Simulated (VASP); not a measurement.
# ZrH4 (Pnc2) in VASP: relaxation of cell and atoms with PBE

Aim: the relaxation of cell and atoms of ZrH4 with PBE.

Everything below comes from runs of VASP 6.6.1. Logs are shortened: lines on timing, memory, paths and dates and some standing lists are left out, and cuts for length are marked.

### Step 1. The cell of the first run

The typed cell holds 10 atoms: a = 4.641 Å, b = 4.620 Å, c = 4.942 Å, α = 90.00°, β = 90.00°, γ = 90.00°.

The cell was built from a structure type or drawn by symmetry, and may not be a known phase.

### Step 2. Relaxation of cell and atoms, PBE

File INCAR:

```
SYSTEM = ZrH4
PREC = Accurate ; ENCUT = 600
EDIFF = 1E-6 ; ISMEAR = 0
SIGMA = 0.15 ; LREAL = .FALSE.
LASPH = .TRUE. ; NELM = 80
ALGO = Normal ; ISIF = 3
LWAVE = .FALSE. ; LCHARG = .FALSE.
GGA = PE ; IBRION = 2
NSW = 36 ; EDIFFG = -0.08
```

File KPOINTS:

```
Automatic mesh
0
G
  3 3 3
  0 0 0
```

File POSCAR:

```
ZrH4
1.0
    4.6407902000      0.0000000000      0.0000000000
    0.0000000000      4.6195216800      0.0000000000
    0.0000000000      0.0000000000      4.9424403700
Zr H
2 8
Direct
    0.5000000000      0.0000000000      0.1925853400
    0.5000000000      0.5000000000      0.6925853400
    0.7910637800      0.4994257600      0.2202326300
    0.2089362200      0.5005742400      0.2202326300
    0.7910637800      0.0005742400      0.7202326300
    0.2089362200      0.9994257600      0.7202326300
    0.0000000000      0.0000000000      0.2791453700
    0.0000000000      0.5000000000      0.7791453700
    0.5000000000      0.0000000000      0.8811774800
    0.5000000000      0.5000000000      0.3811774800
```

Potentials or basis: VASP PAW PBE potentials, release 64 (Zr_sv, H).

Launch:

```
> cat potpaw_PBE.64/Zr_sv/POTCAR potpaw_PBE.64/H/POTCAR > POTCAR
> mpirun -np 1 vasp_std > vasp.out
```

OUTCAR:

```text
SYSTEM = ZrH4
   PREC = Accurate
   ENCUT = 600
   EDIFF = 1E-6
   ISMEAR = 0
   LREAL = .FALSE.
   LASPH = .TRUE.
   NELM = 80
   ISIF = 3
   GGA = PE
   IBRION = 2
   NSW = 36
   EDIFFG = -0.08

 ion  position               nearest neighbor table
   1  0.500  0.000  0.193-   9 1.54   7 2.36   7 2.36   2 3.38   2 3.38   2 3.38   2 3.38
   2  0.500  0.500  0.693-  10 1.54   8 2.36   8 2.36   1 3.38   1 3.38   1 3.38   1 3.38
   3  0.791  0.499  0.220-
   4  0.209  0.501  0.220-
   5  0.791  0.001  0.720-
   6  0.209  0.999  0.720-
   7  0.000  0.000  0.279-   1 2.36   1 2.36
   8  0.000  0.500  0.779-   2 2.36   2 2.36
   9  0.500  0.000  0.881-   1 1.54
  10  0.500  0.500  0.381-   2 1.54

  LATTYP: Found a simple orthorhombic cell.
 ALAT       =     4.6195216800
 B/A-ratio  =     1.0046040524
 C/A-ratio  =     1.0699030576

  Lattice vectors:

 A1 = (   0.0000000000,  -4.6195216800,   0.0000000000)
 A2 = (   4.6407902000,   0.0000000000,   0.0000000000)
 A3 = (   0.0000000000,   0.0000000000,   4.9424403700)

Analysis of symmetry for initial positions (statically):
=====================================================================
 Subroutine PRICEL returns:
 Original cell was already a primitive cell.

 Routine SETGRP: Setting up the symmetry group for a
 simple orthorhombic supercell.

 Subroutine GETGRP returns: Found  4 space group operations
 (whereof  2 operations were pure point group operations)
 out of a pool of  8 trial point group operations.

The static configuration has the point symmetry C_2 .
 The point group associated with its full space group is C_2v.

Analysis of symmetry for dynamics (positions and initial velocities):
=====================================================================
 Subroutine PRICEL returns:
 Original cell was already a primitive cell.

 Routine SETGRP: Setting up the symmetry group for a
 simple orthorhombic supercell.

 Subroutine GETGRP returns: Found  4 space group operations
 (whereof  2 operations were pure point group operations)
 out of a pool of  8 trial point group operations.

The dynamic configuration has the point symmetry C_2 .
 The point group associated with its full space group is C_2v.

 Subroutine INISYM returns: Found  4 space group operations
 (whereof  2 operations are pure point group operations),
 and found     1 'primitive' translations

----------------------------------------------------------------------------------------

                                     Primitive cell

  volume of cell :     105.9572

  direct lattice vectors                    reciprocal lattice vectors
     4.640790200  0.000000000  0.000000000     0.215480545  0.000000000  0.000000000
     0.000000000  4.619521680  0.000000000     0.000000000  0.216472628  0.000000000
     0.000000000  0.000000000  4.942440370     0.000000000  0.000000000  0.202329199

  length of vectors
     4.640790200  4.619521680  4.942440370     0.215480545  0.216472628  0.202329199

  position of ions in fractional coordinates (direct lattice)
     0.500000000  0.000000000  0.192585340
     0.500000000  0.500000000  0.692585340
     0.791063780  0.499425760  0.220232630
     0.208936220  0.500574240  0.220232630
     0.791063780  0.000574240  0.720232630
     0.208936220  0.999425760  0.720232630
     0.000000000  0.000000000  0.279145370
     0.000000000  0.500000000  0.779145370
     0.500000000  0.000000000  0.881177480
     0.500000000  0.500000000  0.381177480

  ion indices of the primitive-cell ions
   primitive index   ion index
                 1           1
                 2           2
                 3           3
                 4           4
                 5           5
                 6           6
                 7           7
                 8           8
                 9           9
                10          10

----------------------------------------------------------------------------------------

 KPOINTS: Automatic mesh

Automatic generation of k-mesh.
 Grid dimensions read from file:
 generate k-points for:    3    3    3

 Generating k-lattice:

  Cartesian coordinates                     Fractional coordinates (reciprocal lattice)
     0.071826848  0.000000000  0.000000000     0.333333333  0.000000000  0.000000000
     0.000000000  0.072157543  0.000000000     0.000000000  0.333333333  0.000000000
     0.000000000  0.000000000  0.067443066     0.000000000  0.000000000  0.333333333

  Length of vectors
     0.071826848  0.072157543  0.067443066

  Shift w.r.t. Gamma in fractional coordinates (k-lattice)
     0.000000000  0.000000000  0.000000000

 Subroutine IBZKPT returns following result:
 ===========================================

 Found      8 irreducible k-points:

 Following reciprocal coordinates:
            Coordinates               Weight
  0.000000  0.000000  0.000000      1.000000
  0.333333  0.000000  0.000000      2.000000
  0.000000  0.333333  0.000000      2.000000
  0.333333  0.333333  0.000000      4.000000
  0.000000  0.000000  0.333333      2.000000
  0.333333  0.000000  0.333333      4.000000
  0.000000  0.333333  0.333333      4.000000
  0.333333  0.333333  0.333333      8.000000
   k-points           NKPTS =      8   k-points in BZ     NKDIM =      8   number of bands    NBANDS=     22
   number of dos      NEDOS =    301   number of ions     NIONS =     10
   total plane-waves  NPLWV =  64000
   dimension x,y,z NGX =    40 NGY =   40 NGZ =   40
   dimension x,y,z NGXF=    80 NGYF=   80 NGZF=   80
   ions per type =               2   8
   NGX,Y,Z   is equivalent  to a cutoff of  14.33, 14.40, 13.45 a.u.
   NGXF,Y,Z  is equivalent  to a cutoff of  28.66, 28.79, 26.91 a.u.
 SYSTEM =  ZrH4
   PREC   = accura    normal or accurate (medium, high low for compatibility)
   ISTART =      0    job   : 0-new  1-cont  2-samecut
   ICHARG =      2    charge: 1-file 2-atom 10-const
   ISPIN  =      1    spin polarized calculation?
   LNONCOLLINEAR =      F non collinear calculations
   LSORBIT =      F    spin-orbit coupling
   LASPH  =      T    aspherical Exc in radial PAW
   ENCUT  =  600.0 eV  44.10 Ry    6.64 a.u.   9.27  9.23  9.87*2*pi/ulx,y,z
   NELM   =     80;   NELMIN=  2; NELMDL= -5     # of ELM steps
   EDIFF  = 0.1E-05   stopping-criterion for ELM
   LREAL  =      F    real-space projection
   EDIFFG = -.8E-01   stopping-criterion for IOM
   NSW    =     36    number of steps for IOM
   IBRION =      2    ionic relax: 0-MD 1-quasi-New 2-CG
   NFREE  =      1    steps in history (QN), initial steepest desc. (CG)
   ISIF   =      3    stress and relaxation
   ISYM   =      2    0-nonsym 1-usesym 2-fastsym
   POTIM  = 0.5000    time-step for ionic-motion
   TEBEG  =    0.0;   TEEND  =   0.0 temperature during run
   PSTRESS=    0.0 pullay stress
   NELECT =      32.0000    total number of electrons
   NUPDOWN=      -1.0000    fix difference up-down
   EMIN   =  10.00;   EMAX   =-10.00  energy-range for DOS
   EFERMI =   0.00;   METHOD = LEGACY
   ISMEAR =     0;   SIGMA  =   0.15  broadening in eV -4-tet -1-fermi 0-gaus
   EFERMI_NEDOS =   21; number of points for ismear=-14 and -15
   IALGO  =     38    algorithm
   IMIX   =      4    mixing-type and parameters
     AMIX     =   0.40;   BMIX     =  1.00
     AMIX_MAG =   1.60;   BMIX_MAG =  1.00
  volume/ion in A,a.u.               =      10.60        71.50
  Fermi-wavevector in a.u.,A,eV,Ry     =   1.098368  2.075615 16.414247  1.206413
  Thomas-Fermi vector in A             =   2.234745
   LORBIT       =      0    0 simple, 1 ext, 2 COOP (PROOUT), +10 PAW based schemes
   GGA     = PE    functional components
   LHFCALC =     F    Hartree Fock is set to
   AEXX    =    0.0000 exact exchange contribution
   IVDW    =     0    specifies the selected vdW correction
   LEPSILON=     F    determine dielectric tensor
   LRPA    =     F    only Hartree local field effects (RPA)
 conjugate gradient relaxation of ions
 non-spin polarized calculation
 Gauss-broadening in eV      SIGMA  =   0.15
  energy-cutoff  :      600.00
  volume of cell :      105.96
 maximum number of plane-waves:      3542
 NGX is ok and might be reduce to    40
   NGX = 19   NGY = 19   NGZ = 19

--------------------------------------- Ionic step        1  -------------------------------------------

 number of electron      31.9999997 magnetization

 Free energy of the ion-electron system (eV)
  ---------------------------------------------------
  ext. energy  EPLUGINS =         0.00000000
  ---------------------------------------------------
  free energy    TOTEN  =       -35.97522249 eV

  energy without entropy =      -35.96216524  energy(sigma->0) =      -35.96869387

------------------------ aborting loop because EDIFF is reached ----------------------------------------

  FORCE on cell =-STRESS in cart. coord.  units (eV):
  Direction    XX          YY          ZZ          XY          YZ          ZX
  --------------------------------------------------------------------------------------
  -------------------------------------------------------------------------------------
  Total      -14.1417771    -15.3848908     13.0460755      0.0000000      0.0000000      0.0000000
  in kB     -213.8376575   -232.6347659    197.2695655      0.0000000      0.0000000      0.0000000
  external PRESSURE =     -83.0676193 kB  Pullay stress =       0.0000000 kB
[... 31 lines left out ...]
--------------------------------------- Ionic step        2  -------------------------------------------

 number of electron      31.9999998 magnetization

 E-fermi :   3.7110     XC(G=0):  -9.4484

 val. band max:        3.6585560732   @ k =   0.0000   0.0000   0.3333
 cond. band min:       3.8696848277   @ k =   0.3333   0.0000   0.3333
 fundamental gap:      0.2111287545
 Fermi energy:         3.7110178805

 k-point     1 :       0.0000    0.0000    0.0000
  band No.  band energies     occupation
      1     -45.8954      2.00000
      2     -45.8491      2.00000
      3     -23.9877      2.00000
      4     -23.9212      2.00000
      5     -23.8967      2.00000
      6     -23.8388      2.00000
[... 270 lines left out ...]
  FREE ENERGIE OF THE ION-ELECTRON SYSTEM (eV)
  ---------------------------------------------------
  free  energy   TOTEN  =       -40.4597260418 eV

  energy  without entropy=      -40.4241397992  energy(sigma->0) =      -40.44193292

 E-fermi :   5.1208     XC(G=0): -10.0002

 val. band max:        5.1090564007   @ k =   0.0000   0.0000   0.3333
 cond. band min:       5.2185361355   @ k =   0.3333   0.0000   0.3333
 fundamental gap:      0.1094797348
 Fermi energy:         5.1208345873

 k-point     1 :       0.0000    0.0000    0.0000
  band No.  band energies     occupation
      1     -44.0503      2.00000
      2     -43.9821      2.00000
      3     -22.3745      2.00000
      4     -22.1611      2.00000
      5     -22.1074      2.00000
      6     -22.0198      2.00000
[... 189 lines left out ...]
     21       8.1595      0.00000
     22       8.8864      0.00000

[... ionic steps 4 to 16 ...]

--------------------------------------- Ionic step       17  -------------------------------------------

 number of electron      32.0000001 magnetization

------------------------ aborting loop because EDIFF is reached ----------------------------------------
[... 83 lines left out ...]
--------------------------------------- Ionic step       19  -------------------------------------------

 number of electron      31.9999999 magnetization

 Free energy of the ion-electron system (eV)
  ---------------------------------------------------
  ext. energy  EPLUGINS =         0.00000000
  ---------------------------------------------------
  free energy    TOTEN  =       -41.96785862 eV

  energy without entropy =      -41.94922615  energy(sigma->0) =      -41.95854238

 E-fermi :   5.0270     XC(G=0):  -9.9426

 val. band max:        4.6689819420   @ k =   0.3333   0.0000   0.3333
 cond. band min:       5.0542997259   @ k =   0.0000   0.0000   0.3333
 fundamental gap:      0.3853177840
 Fermi energy:         5.0269655494

 k-point     1 :       0.0000    0.0000    0.0000
  band No.  band energies     occupation
      1     -44.2109      2.00000
      2     -44.1492      2.00000
      3     -22.5235      2.00000
      4     -22.2898      2.00000
      5     -22.2665      2.00000
      6     -22.1855      2.00000
[... 226 lines left out ...]
  FREE ENERGIE OF THE ION-ELECTRON SYSTEM (eV)
  ---------------------------------------------------
  free  energy   TOTEN  =       -41.9678586217 eV

  energy  without entropy=      -41.9492261480  energy(sigma->0) =      -41.95854238

 reached required accuracy - stopping structural energy minimisation
```

Wall time 5.5 min (1 thread of Intel Xeon Platinum 8488C (Sapphire Rapids), shared host); peak memory 0.26 GiB.

Results:

```
Free energy                           : -41.9679 eV
Relaxed volume                        : 8.34 Å³/atom
Relaxed cell                          : a = 4.046 Å, b = 3.671 Å, c = 5.613 Å, α = 90.00°, β = 90.00°, γ = 90.00°
Space group after relaxing (to 0.1 Å) : Amm2 (No. 38)
Energy gained by relaxing             : 599.3 meV/atom
Ionic steps                           : 19
Pressure after relaxing               : 0.5 GPa
Largest force after relaxing          : 0.045 eV/Å
Band gap on the k mesh                : zero (bands 16 and 17 overlap by 0.01 eV)
```

Forces in eV/Å, atoms in the order of the input:
```
Zr   0.000  0.000  0.045
Zr   0.000  0.000  0.045
H    0.004  0.001 -0.026
H   -0.004 -0.001 -0.026
H    0.004 -0.001 -0.026
H   -0.004  0.001 -0.026
H    0.000  0.000  0.026
H    0.000  0.000  0.026
H    0.000  0.000 -0.019
H    0.000  0.000 -0.019
```

Stress tensor (GPa, compression positive):
```
 1.21  0.00  0.00
 0.00 -0.99  0.00
 0.00  0.00  1.29
```

The path:
```csv
step,energy change (eV),largest force (eV/Å),pressure (GPa),volume (Å³)
1,0.0000,6.4486,-8.31,105.96
2,-4.3420,1.0819,-14.94,97.15
3,-4.4845,1.0919,-14.29,96.01
4,-4.6872,1.0933,-12.46,93.71
5,-4.9823,0.9756,-7.47,89.00
6,-5.3298,0.4964,4.36,79.28
7,-5.3279,0.6900,-0.21,82.78
8,-5.3620,0.6283,2.30,80.80
9,-5.6493,0.4943,-0.67,82.33
10,-5.6666,0.5373,-1.30,82.81
11,-5.7455,0.4948,0.49,82.10
12,-5.7645,0.5359,2.06,81.53
13,-5.8315,0.3912,1.57,82.25
14,-5.9007,0.4301,0.50,83.97
15,-5.9419,0.1689,-1.05,84.85
16,-5.9438,0.1581,-1.42,85.08
17,-5.9702,0.1065,-0.56,84.21
18,-5.9805,0.0753,0.45,83.28
19,-5.9926,0.0446,0.50,83.38
```

Final structure:
```
CELL_PARAMETERS angstrom
4.04587 0.00000 0.00000
0.00000 3.67132 0.00000
0.00000 0.00000 5.61323
ATOMIC_POSITIONS crystal
Zr 0.50000 0.00000 0.35439
Zr 0.50000 0.50000 0.85439
H 0.75442 0.49968 0.19440
H 0.24558 0.50032 0.19440
H 0.75442 0.00032 0.69439
H 0.24558 0.99968 0.69439
H 0.00000 0.00000 0.34154
H 0.00000 0.50000 0.84154
H 0.50000 0.00000 0.70865
H 0.50000 0.50000 0.20865
```

Caveat: the k points lie up to 0.57 Å⁻¹ apart in the final cell; the volume moved by over 15 % at a fixed basis, so the end points are rough; the relaxation stopped at a loose force limit of 0.08 eV/Å, so its end isn't a converged minimum.
